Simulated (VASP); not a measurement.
A run of VASP 6.6.1 is set up as follows.

INCAR

```
SYSTEM = Cd
  PREC = Accurate
  ENCUT = 630
  EDIFF = 1E-7
  ISMEAR = -1
  SIGMA = 0.05
  LREAL = .FALSE.
  LASPH = .TRUE.
  NELM = 120
  ALGO = Normal
  ISIF = 3
  LWAVE = .FALSE.
  LCHARG = .FALSE.
  GGA = PS
  IBRION = 2
  NSW = 80
  EDIFFG = -0.01
  GGA_COMPAT = .FALSE.
  NELMIN = 4
```

The input KPOINTS:

```
Automatic mesh
0
G
  8 8 4
  0 0 0
```

File POSCAR:

```
Cd
1.0
    2.9788700000      0.0000000000      0.0000000000
   -1.4894400000      2.5797800000      0.0000000000
    0.0000000000      0.0000000000      5.6176500000
Cd
2
Direct
    0.3333333333      0.6666666667      0.2500000000
    0.6666666667      0.3333333333      0.7500000000
```

Potentials or basis: VASP PAW PBE potentials, release 64 (Cd_sv_GW).

Launch:

```sh
$ cat potpaw_PBE.64/Cd_sv_GW/POTCAR > POTCAR
$ mpirun -np 1 vasp_std > vasp.out
```

(1) Predict the relaxed volume.

(2) What does it give for the space group after relaxing (to 0.1 Å)?

(3) Estimate the band gap on the k mesh.

(4) Predict the relaxed cell.

Results:

(1) 20.67 Å³/atom.

(2) P6_3/mmc (No. 194).

(3) zero (bands 20 and 21 overlap by 3.69 eV).

(4) a = 3.002 Å, b = 3.002 Å, c = 5.298 Å, α = 90.00°, β = 90.00°, γ = 120.00°.

Caveat: the PAW data sets were made with another functional, which shifts forces and pressure a little.
